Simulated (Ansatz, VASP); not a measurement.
# One calculation of BN, two programs

INCAR

```
  PREC = Accurate
  ENCUT = 520
  EDIFF = 1E-7
  ISMEAR = 0
  SIGMA = 0.05
  LREAL = False
  LASPH = True
  NELM = 60
  ALGO = Normal
  ISIF = 2
  LWAVE = False
  LCHARG = False
  GGA = PE
  NBANDS = 11
```

Contents of KPOINTS:

```
regular mesh
0
Gamma
  12 12 12
```

File POSCAR:

```
BN
1.0
    0.0000000000      1.8848132432      1.6898092551
    1.6898092551      0.0000000000      1.6898092551
    1.6898092551      1.8848132432      0.0000000000
B N
1 1
Direct
    0.0000000000      0.0000000000      0.0000000000
    0.7500000000      0.7500000000      0.7500000000
```

Input for Ansatz:

```yaml
crystal:
  lattice:
    - [0.0, 1.8848132432, 1.6898092551]
    - [1.6898092551, 0.0, 1.6898092551]
    - [1.6898092551, 1.8848132432, 0.0]
  atoms:
    - { symbol: B, position: [0.0, 0.0, 0.0] }
    - { symbol: "N", position: [0.75, 0.75, 0.75] }
basis:
  ecutwfc: 520.0
kpoints:
  mp_grid: { grid: [12, 12, 12] }
hamiltonian:
  xc: pbe
scf:
  occupations: { method: gaussian, width: 0.05 }
output:
  forces: true
  stress: true
  eigenvalues: true
  write_density: true
  write_potential: true
  elf: true
  volumetric_format: npy
```

Alike in both runs: task single point; functional PBE; k mesh 12 × 12 × 12; occupations gaussian, width 0.05 eV; no spin polarisation.

|  | VASP | Ansatz |
| --- | --- | --- |
| version | VASP 6.6.1 | Ansatz 0.2.0 |
| potentials or method | VASP PAW PBE potentials, release 64 (B, N), cutoff 520 eV | scalar-relativistic, plane waves, PAW |
| valence electrons in the cell | 8 | 8 |

```tsv
	VASP	Ansatz	Ansatz less VASP
gap on the k mesh at the Fermi level (eV)	3.48	3.49	+0.016
least direct gap on the mesh (eV)	8.55	8.56	+0.008
```

The functional is the same, so the differences come from potentials, cutoffs and numerics.
